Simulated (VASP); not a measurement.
# ZrTlF6 (Fm-3m) in VASP: notebook

ZrTlF6 is run at these levels: PBE; tasks: single point.

Program: VASP 6.6.1. These are calculated values, not measurements. Logs are shortened: lines on timing, memory, paths and dates and some standing lists are left out, and cuts for length are marked.

### 1 The cell of the first run

Symmetry: Fm-3m, No. 225, cubic system. The conventional cell has a = 8.892 Å, b = 8.892 Å, c = 8.892 Å, α = 90.00°, β = 90.00°, γ = 90.00°. Zr (site symmetry m-3m) has 6 F at 2.02 Å within 2.7 Å. Tl (site symmetry m-3m) has 6 F at 2.42 Å within 3.2 Å. Within 2.7 Å of F (site symmetry 4mm) lie 1 Zr at 2.02 Å and 1 Tl at 2.42 Å.

### 2 Single point, PBE

Input file INCAR:

```
SYSTEM = ZrTlF6
PREC     = Accurate       ! precision mode
ENCUT    = 520            ! plane-wave cutoff, eV
EDIFF    = 1E-7           ! SCF threshold, eV
ISMEAR   = 0              ! smearing method
SIGMA    = 0.1            ! smearing width, eV
LREAL    = .FALSE.        ! projectors in reciprocal space
LASPH    = .TRUE.         ! aspherical terms in the spheres
NELM     = 80             ! most SCF steps
ALGO     = Normal         ! electronic algorithm
ISIF     = 2              ! what is computed and relaxed
LWAVE    = .FALSE.        ! write WAVECAR
LCHARG   = .FALSE.        ! write CHGCAR
GGA      = PE             ! functional
NBANDS   = 44             ! bands
```

Input file KPOINTS:

```
Automatic mesh
0
G
  4 4 4
  0 0 0
```

Input file POSCAR:

```
ZrTlF6
1.0
    0.0000000000      4.4461967000      4.4461967000
    4.4461967000      0.0000000000      4.4461967000
    4.4461967000      4.4461967000      0.0000000000
Zr Tl F
1 1 6
Direct
    0.0000000000      0.0000000000      0.0000000000
    0.5000000000      0.5000000000      0.5000000000
    0.7722940000      0.2277060000      0.2277060000
    0.2277060000      0.7722940000      0.7722940000
    0.2277060000      0.7722940000      0.2277060000
    0.7722940000      0.2277060000      0.7722940000
    0.2277060000      0.2277060000      0.7722940000
    0.7722940000      0.7722940000      0.2277060000
```

Potentials or basis: VASP PAW PBE potentials, release 64 (Zr_sv, Tl_d, F).

Launch:

```
> cat potpaw_PBE.64/Zr_sv/POTCAR potpaw_PBE.64/Tl_d/POTCAR potpaw_PBE.64/F/POTCAR > POTCAR
> mpirun -np 1 vasp_std > vasp.out
```

OUTCAR:

```text
SYSTEM = ZrTlF6
   PREC = Accurate
   ENCUT = 520
   EDIFF = 1E-7
   ISMEAR = 0
   LREAL = .FALSE.
   LASPH = .TRUE.
   NELM = 80
   ISIF = 2
   GGA = PE

 ion  position               nearest neighbor table
   1  0.000  0.000  0.000-   3 2.02   4 2.02   5 2.02   6 2.02   7 2.02   8 2.02
   2  0.500  0.500  0.500-   3 2.42   4 2.42   5 2.42   6 2.42   7 2.42   8 2.42
   3  0.772  0.228  0.228-   1 2.02   2 2.42
   4  0.228  0.772  0.772-   1 2.02   2 2.42
   5  0.228  0.772  0.228-   1 2.02   2 2.42
   6  0.772  0.228  0.772-   1 2.02   2 2.42
   7  0.228  0.228  0.772-   1 2.02   2 2.42
   8  0.772  0.772  0.228-   1 2.02   2 2.42

  LATTYP: Found a face centered cubic cell.
 ALAT       =     8.8923934000

  Lattice vectors:

 A1 = (   0.0000000000,   4.4461967000,   4.4461967000)
 A2 = (   4.4461967000,   0.0000000000,   4.4461967000)
 A3 = (   4.4461967000,   4.4461967000,   0.0000000000)

Analysis of symmetry for initial positions (statically):
=====================================================================
 Subroutine PRICEL returns:
 Original cell was already a primitive cell.

 Routine SETGRP: Setting up the symmetry group for a
 face centered cubic supercell.

 Subroutine GETGRP returns: Found 48 space group operations
 (whereof 48 operations were pure point group operations)
 out of a pool of 48 trial point group operations.

The static configuration has the point symmetry O_h .

Analysis of symmetry for dynamics (positions and initial velocities):
=====================================================================
 Subroutine PRICEL returns:
 Original cell was already a primitive cell.

 Routine SETGRP: Setting up the symmetry group for a
 face centered cubic supercell.

 Subroutine GETGRP returns: Found 48 space group operations
 (whereof 48 operations were pure point group operations)
 out of a pool of 48 trial point group operations.

The dynamic configuration has the point symmetry O_h .

 Subroutine INISYM returns: Found 48 space group operations
 (whereof 48 operations are pure point group operations),
 and found     1 'primitive' translations

----------------------------------------------------------------------------------------

                                     Primitive cell

  volume of cell :     175.7907

  direct lattice vectors                    reciprocal lattice vectors
[... 86 lines left out ...]
   IBRION =     -1    ionic relax: 0-MD 1-quasi-New 2-CG
   NFREE  =      0    steps in history (QN), initial steepest desc. (CG)
   ISIF   =      2    stress and relaxation
   ISYM   =      2    0-nonsym 1-usesym 2-fastsym
   POTIM  = 0.5000    time-step for ionic-motion
   TEBEG  =    0.0;   TEEND  =   0.0 temperature during run
   PSTRESS=    0.0 pullay stress
   NELECT =      67.0000    total number of electrons
   NUPDOWN=      -1.0000    fix difference up-down
   EMIN   =  10.00;   EMAX   =-10.00  energy-range for DOS
   EFERMI =   0.00;   METHOD = LEGACY
   ISMEAR =     0;   SIGMA  =   0.10  broadening in eV -4-tet -1-fermi 0-gaus
   EFERMI_NEDOS =   21; number of points for ismear=-14 and -15
   IALGO  =     38    algorithm
   IMIX   =      4    mixing-type and parameters
     AMIX     =   0.40;   BMIX     =  1.00
     AMIX_MAG =   1.60;   BMIX_MAG =  1.00
  volume/ion in A,a.u.               =      21.97       148.29
  Fermi-wavevector in a.u.,A,eV,Ry     =   1.186955  2.243021 19.168749  1.408863
  Thomas-Fermi vector in A             =   2.323117
   LORBIT       =      0    0 simple, 1 ext, 2 COOP (PROOUT), +10 PAW based schemes
   GGA     = PE    functional components
   LHFCALC =     F    Hartree Fock is set to
   AEXX    =    0.0000 exact exchange contribution
   IVDW    =     0    specifies the selected vdW correction
   LEPSILON=     F    determine dielectric tensor
   LRPA    =     F    only Hartree local field effects (RPA)
 non-spin polarized calculation
 Gauss-broadening in eV      SIGMA  =   0.10
  energy-cutoff  :      520.00
  volume of cell :      175.79
 maximum number of plane-waves:      4766
 NGX is ok and might be reduce to    48
   NGX = 23   NGY = 23   NGZ = 23

 number of electron      67.0000023 magnetization

 Free energy of the ion-electron system (eV)
  ---------------------------------------------------
  ext. energy  EPLUGINS =         0.00000000
  ---------------------------------------------------
  free energy    TOTEN  =       -45.21774415 eV

  energy without entropy =      -45.18950964  energy(sigma->0) =      -45.20362690

 E-fermi :  -1.0409     XC(G=0):  -7.2886

 val. band max:       -1.0699360621   @ k =   0.5000   0.2500   0.0000
 cond. band min:      -0.9623381851   @ k =   0.2500   0.0000   0.0000
 fundamental gap:      0.1075978771
 Fermi energy:        -1.0409091380

 k-point     1 :       0.0000    0.0000    0.0000
  band No.  band energies     occupation
      1     -49.6885      2.00000
      2     -28.2098      2.00000
      3     -28.2098      2.00000
      4     -28.2098      2.00000
      5     -23.3394      2.00000
      6     -23.2749      2.00000
[... 365 lines left out ...]
     43       8.3960      0.00000
     44       8.3961      0.00000

------------------------ aborting loop because EDIFF is reached ----------------------------------------

  FORCE on cell =-STRESS in cart. coord.  units (eV):
  Direction    XX          YY          ZZ          XY          YZ          ZX
  --------------------------------------------------------------------------------------
  -------------------------------------------------------------------------------------
  Total        0.0261942      0.0261942      0.0261942     -0.0000000     -0.0000000      0.0000000
  in kB        0.2387366      0.2387366      0.2387366     -0.0000000     -0.0000000      0.0000000
  external PRESSURE =       0.2387366 kB  Pullay stress =       0.0000000 kB

 VOLUME and BASIS-vectors are now :
 -----------------------------------------------------------------------------
  energy-cutoff  :      520.00
  volume of cell :      175.79
      direct lattice vectors                 reciprocal lattice vectors
     0.000000000  4.446196700  4.446196700    -0.112455664  0.112455664  0.112455664
     4.446196700  0.000000000  4.446196700     0.112455664 -0.112455664  0.112455664
     4.446196700  4.446196700  0.000000000     0.112455664  0.112455664 -0.112455664

 POSITION                                       TOTAL-FORCE (eV/Angst)
 -----------------------------------------------------------------------------------
      0.00000      0.00000      0.00000         0.000000      0.000000      0.000000
      4.44620      4.44620      4.44620        -0.000000      0.000000      0.000000
      2.02485      4.44620      4.44620         0.065996      0.000000      0.000000
      6.86754      4.44620      4.44620        -0.065996      0.000000      0.000000
      4.44620      2.02485      4.44620         0.000000      0.065996      0.000000
      4.44620      6.86754      4.44620         0.000000     -0.065996      0.000000
      4.44620      4.44620      2.02485         0.000000      0.000000      0.065996
      4.44620      4.44620      6.86754         0.000000      0.000000     -0.065996
 -----------------------------------------------------------------------------------
    total drift:                               -0.000000     -0.000000     -0.000000

  FREE ENERGIE OF THE ION-ELECTRON SYSTEM (eV)
  ---------------------------------------------------
  free  energy   TOTEN  =       -45.2177441540 eV

  energy  without entropy=      -45.1895096387  energy(sigma->0) =      -45.20362690
```

stdout:

```text
POSCAR found type information on POSCAR ZrTlF
 POSCAR found :  3 types and       8 ions
 scaLAPACK will be used
 LDA part: xc-table for (Slater+PW92), standard interpolation
 POSCAR, INCAR and KPOINTS ok, starting setup
 FFT: planning ... GRIDC
 FFT: planning ... GRID_SOFT
 FFT: planning ... GRID
 WAVECAR not read
 entering main loop
```

Wall time 51 s (1 thread of AMD EPYC 9R45 (Zen 5), shared host); peak memory 0.31 GiB.

What came out:

* Free energy: -45.2177 eV
* Pressure: 0.0 GPa
* Largest force: 0.066 eV/Å
* Band gap on the k mesh: zero (an odd number of electrons rules out a gap without spin polarisation)

Forces on the atoms (eV/Å):
```
Zr   0.000  0.000  0.000
Tl   0.000  0.000  0.000
F    0.066  0.000  0.000
F   -0.066  0.000  0.000
F    0.000  0.066  0.000
F    0.000 -0.066  0.000
F    0.000  0.000  0.066
F    0.000  0.000 -0.066
```

Levels at points of the mesh, in eV from the Fermi level:
| k point | band 30 | band 31 | band 32 | band 33 | band 34 | band 35 | band 36 | band 37 | band 38 | band 39 |
| --- | --- | --- | --- | --- | --- | --- | --- | --- | --- | --- |
| (0.00, 0.00, 0.00) | -3.07 | -2.63 | -2.63 | -2.63 | -0.25 | 4.48 | 4.48 | 4.48 | 6.12 | 7.41 |
| (0.50, 0.00, 0.00) | -2.99 | -2.79 | -2.79 | -2.73 | 0.38 | 4.37 | 4.49 | 4.49 | 5.75 | 6.45 |
| (0.50, 0.50, 0.00) | -3.10 | -2.81 | -2.81 | -2.64 | -0.48 | 4.49 | 4.55 | 4.55 | 6.18 | 7.06 |

Caveat: spin-orbit coupling is left out, which moves the levels of the heavy elements; an odd number of electrons without spin polarisation forces a metal; a magnetic or distorted state may lie lower.

### 3 Single point, PBE

Input file INCAR:

```
ALGO = Normal
EDIFF = 1E-6
ENCUT = 520
GGA = PE
ISIF = 2
ISMEAR = 0
LASPH = T
LCHARG = F
LREAL = F
LWAVE = F
NBANDS = 44
NELM = 80
PREC = Accurate
SIGMA = 0.1
```

Input file KPOINTS:

```
k-points
0
Gamma
  8 8 8
```

POSCAR is that of step 2.

Potentials or basis: VASP PAW PBE potentials, release 64 (Zr_sv, Tl_d, F).

Launch:

```
> cat potpaw_PBE.64/Zr_sv/POTCAR potpaw_PBE.64/Tl_d/POTCAR potpaw_PBE.64/F/POTCAR > POTCAR
> mpirun -np 1 vasp_std > vasp.out
```

OUTCAR:

```text
EDIFF = 1E-6
   ENCUT = 520
   GGA = PE
   ISIF = 2
   ISMEAR = 0
   LASPH = T
   LREAL = F
   NELM = 80
   PREC = Accurate

 ion  position               nearest neighbor table
   1  0.000  0.000  0.000-   3 2.02   4 2.02   5 2.02   6 2.02   7 2.02   8 2.02
   2  0.500  0.500  0.500-   3 2.42   4 2.42   5 2.42   6 2.42   7 2.42   8 2.42
   3  0.772  0.228  0.228-   1 2.02   2 2.42
   4  0.228  0.772  0.772-   1 2.02   2 2.42
   5  0.228  0.772  0.228-   1 2.02   2 2.42
   6  0.772  0.228  0.772-   1 2.02   2 2.42
   7  0.228  0.228  0.772-   1 2.02   2 2.42
   8  0.772  0.772  0.228-   1 2.02   2 2.42

  LATTYP: Found a face centered cubic cell.
 ALAT       =     8.8923934000

  Lattice vectors:

 A1 = (   0.0000000000,   4.4461967000,   4.4461967000)
 A2 = (   4.4461967000,   0.0000000000,   4.4461967000)
 A3 = (   4.4461967000,   4.4461967000,   0.0000000000)

Analysis of symmetry for initial positions (statically):
=====================================================================
 Subroutine PRICEL returns:
 Original cell was already a primitive cell.
[... 188 lines left out ...]

 k-point     1 :       0.0000    0.0000    0.0000
  band No.  band energies     occupation
      1     -49.6893      2.00000
      2     -28.2108      2.00000
      3     -28.2108      2.00000
      4     -28.2108      2.00000
      5     -23.3423      2.00000
      6     -23.2778      2.00000
[... 1117 lines left out ...]
     43       8.0233      0.00000
     44       8.5883      0.00000

 [... further k-points ...]

------------------------ aborting loop because EDIFF is reached ----------------------------------------

  FORCE on cell =-STRESS in cart. coord.  units (eV):
  Direction    XX          YY          ZZ          XY          YZ          ZX
  --------------------------------------------------------------------------------------
  -------------------------------------------------------------------------------------
  Total        0.0077534      0.0077534      0.0077534      0.0000000      0.0000000     -0.0000000
  in kB        0.0706652      0.0706652      0.0706652      0.0000000      0.0000000     -0.0000000
  external PRESSURE =       0.0706652 kB  Pullay stress =       0.0000000 kB

 VOLUME and BASIS-vectors are now :
 -----------------------------------------------------------------------------
  energy-cutoff  :      520.00
  volume of cell :      175.79
      direct lattice vectors                 reciprocal lattice vectors
     0.000000000  4.446196700  4.446196700    -0.112455664  0.112455664  0.112455664
     4.446196700  0.000000000  4.446196700     0.112455664 -0.112455664  0.112455664
     4.446196700  4.446196700  0.000000000     0.112455664  0.112455664 -0.112455664

 POSITION                                       TOTAL-FORCE (eV/Angst)
 -----------------------------------------------------------------------------------
      0.00000      0.00000      0.00000        -0.000000      0.000000      0.000000
      4.44620      4.44620      4.44620        -0.000000      0.000000     -0.000000
      2.02485      4.44620      4.44620         0.066152      0.000000      0.000000
      6.86754      4.44620      4.44620        -0.066152      0.000000      0.000000
      4.44620      2.02485      4.44620        -0.000000      0.066152      0.000000
      4.44620      6.86754      4.44620        -0.000000     -0.066152      0.000000
      4.44620      4.44620      2.02485        -0.000000      0.000000      0.066152
      4.44620      4.44620      6.86754        -0.000000      0.000000     -0.066152
 -----------------------------------------------------------------------------------
    total drift:                               -0.000000     -0.000000     -0.000000

  FREE ENERGIE OF THE ION-ELECTRON SYSTEM (eV)
  ---------------------------------------------------
  free  energy   TOTEN  =       -45.2308813935 eV

  energy  without entropy=      -45.2105383240  energy(sigma->0) =      -45.22070986
```

stdout:

```text
POSCAR found type information on POSCAR ZrTlF
 POSCAR found :  3 types and       8 ions
 scaLAPACK will be used
 LDA part: xc-table for (Slater+PW92), standard interpolation
 POSCAR, INCAR and KPOINTS ok, starting setup
 FFT: planning ... GRIDC
 FFT: planning ... GRID_SOFT
 FFT: planning ... GRID
 WAVECAR not read
 entering main loop
```

Run time: 2.6 min. Hardware: 1 thread of AMD EPYC 9R45 (Zen 5), shared host; peak memory 0.39 GiB.

What came out:

| Quantity | Value |
| --- | --- |
| Free energy | -45.2309 eV |
| Pressure | 0.0 GPa |
| Largest force | 0.066 eV/Å |
| Band gap on the k mesh | zero (an odd number of electrons rules out a gap without spin polarisation) |

Forces on the atoms (eV/Å):
```
Zr   0.000  0.000  0.000
Tl   0.000  0.000  0.000
F    0.066  0.000  0.000
F   -0.066  0.000  0.000
F    0.000  0.066  0.000
F    0.000 -0.066  0.000
F    0.000  0.000  0.066
F    0.000  0.000 -0.066
```

Caveat: spin-orbit coupling is left out, which moves the levels of the heavy elements; an odd number of electrons without spin polarisation forces a metal; a magnetic or distorted state may lie lower.
